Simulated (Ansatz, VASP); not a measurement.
## Two plane-wave programs on Ti3H2

INCAR

```
SYSTEM = Ti3H2
ALGO = Normal
EDIFF = 1E-7
EDIFFG = -0.08
ENCUT = 600
GGA = PE
IBRION = 2
ISIF = 3
ISMEAR = 0
LASPH = .TRUE.
LCHARG = .FALSE.
LREAL = .FALSE.
LWAVE = .FALSE.
NELM = 100
NSW = 36
PREC = Accurate
SIGMA = 0.2
```

Contents of KPOINTS:

```
k-points
0
G
  6 6 3
  0 0 0
```

The input POSCAR:

```
Ti3H2
1.0
    2.9700000000      0.0000000000      0.0000000000
   -1.4850000000      2.5720954500      0.0000000000
    0.0000000000      0.0000000000      7.2600000000
Ti H
3 2
Direct
    0.3333333300      0.6666666700      0.3333000000
    0.6666666700      0.3333333300      0.6667000000
    0.0000000000      0.0000000000      0.0000000000
    0.3333333300      0.6666666700      0.0833000000
    0.6666666700      0.3333333300      0.9167000000
```

Input for Ansatz:

```yaml
crystal:
  lattice:
    - [2.97, 0.0, 0.0]
    - [-1.485, 2.57209545, 0.0]
    - [0.0, 0.0, 7.26]
  atoms:
    - { symbol: Ti, position: [0.33333333, 0.66666667, 0.3333] }
    - { symbol: Ti, position: [0.66666667, 0.33333333, 0.6667] }
    - { symbol: Ti, position: [0.0, 0.0, 0.0] }
    - { symbol: H, position: [0.33333333, 0.66666667, 0.0833] }
    - { symbol: H, position: [0.66666667, 0.33333333, 0.9167] }
basis:
  ecutwfc: 420
kpoints:
  mp_grid: { grid: [6, 6, 3] }
hamiltonian:
  xc: pbe
scf:
  occupations: { method: gaussian, width: 0.2 }
  lower_state_search: "off"
output:
  forces: true
  stress: true
  eigenvalues: true
relax:
  adjacent_minimum: "off"
  f_tol: 0.08
  max_steps: 16
  cell: { stress_tol: 0.8 }
```

Alike in both runs: task relaxation of cell and atoms; functional PBE; k mesh 6 × 6 × 3; occupations gaussian, width 0.2 eV; no spin polarisation.

|  | VASP | Ansatz |
| --- | --- | --- |
| version | VASP 6.6.1 | Ansatz 0.2.0 |
| potentials or method | VASP PAW PBE potentials, release 64 (Ti_sv, H), cutoff 600 eV | scalar-relativistic, plane waves, PAW |
| valence electrons in the cell | 38 | 38 |

VASP gave:

| Property | Result |
| --- | --- |
| gap on the k mesh at the Fermi level, each at its own relaxed structure (eV) | none |
| relaxed volume (Å³/atom) | 11.58 |
| relaxed cell length with the largest relative difference (Å) | 7.499 |

Task: Estimate Ansatz's values.

Result: gap on the k mesh at the Fermi level, each at its own relaxed structure (eV): none; relaxed volume (Å³/atom): 11.59; relaxed cell length with the largest relative difference (Å): 7.529.

A gap of «none» marks a metal or a gap that the smearing closes.

The k mesh is coarse, so the values compare programs but aren't converged.
